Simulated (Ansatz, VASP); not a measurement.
Two plane-wave programs on Zn8H

```xyz
9
Lattice="-3.1346 3.3150 3.1346 3.1346 -3.3150 3.1346 3.1346 3.3150 -3.1346" Properties=species:S:1:pos:R:3 pbc="T T T"
Zn    0.1973   -0.4395    0.0000
Zn    1.5673    2.0970   -1.3700
Zn    1.5673   -1.9160    1.8474
Zn    2.9373   -0.4395    0.0000
Zn   -1.5673    1.3989    1.2872
Zn   -0.2801    3.5735    0.0000
Zn    0.2801    0.2586    3.1346
Zn    1.5673    2.0970    1.3700
H     1.5673    0.8287    0.0000
```

Alike in both runs: functional PBE; k mesh 8 × 8 × 8; occupations gaussian, width 0.1 eV; no spin polarisation.

Ansatz relaxed the structure, and its values are those at the end. VASP's run is a single point on that final structure, the one shown.

```csv
,VASP,Ansatz
version,VASP 6.6.1,Ansatz 0.2.0
potentials or method,"VASP PAW PBE potentials, release 64 (Zn, H), cutoff 500 eV","scalar-relativistic, plane waves, PAW"
valence electrons in the cell,97,97
```

|  | VASP | Ansatz | Ansatz less VASP |
| --- | --- | --- | --- |
| gap on the k mesh at the Fermi level (eV) | none | none | - |
| pressure (GPa) | 0.2 | 0.0 | -0.25 |
| rms of the force components (eV/Å) | 0.005 | 0.007 | +0.0024 |

A gap of «none» marks a metal or a gap that the smearing closes.
